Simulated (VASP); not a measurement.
A run of VASP 6.6.1:

Contents of INCAR:

```
ALGO = Normal
EDIFF = 1E-6
ENCUT = 520
GGA = PE
ISIF = 2
ISMEAR = -1
ISPIN = 2
LASPH = True
LCHARG = False
LMAXMIX = 4
LORBIT = 11
LREAL = False
LWAVE = False
MAGMOM = 3 3 3
NBANDS = 30
NELM = 150
PREC = Accurate
SIGMA = 0.1
```

The input KPOINTS:

```
k-points
0
Gamma
  11 11 15
```

POSCAR

```
Mn
1.0
    3.3373961357      0.0000000000      0.0000000000
   -1.6686980678      2.8902698360      0.0000000000
    0.0000000000      0.0000000000      2.0641968865
Mn
3
Direct
    0.0000000000      0.0000000000      0.0000000000
    0.3333333333      0.6666666667      0.5000000000
    0.6666666667      0.3333333333      0.5000000000
```

Potentials or basis: VASP PAW PBE potentials, release 64 (Mn_pv).

Launch:

```sh
$ cat potpaw_PBE.64/Mn_pv/POTCAR > POTCAR
$ mpirun -np 1 vasp_std > vasp.out
```

Hardware: 1 thread of Intel(R) Xeon(R) 6975P-C (Granite Rapids), on a shared host.

Question: How long does it take, and how much memory?

Answer: Wall time 67 s on 1 thread of Intel(R) Xeon(R) 6975P-C (Granite Rapids), with other jobs on the host, peak memory 0.21 GiB. Counts: scf iterations 16, k points 128.
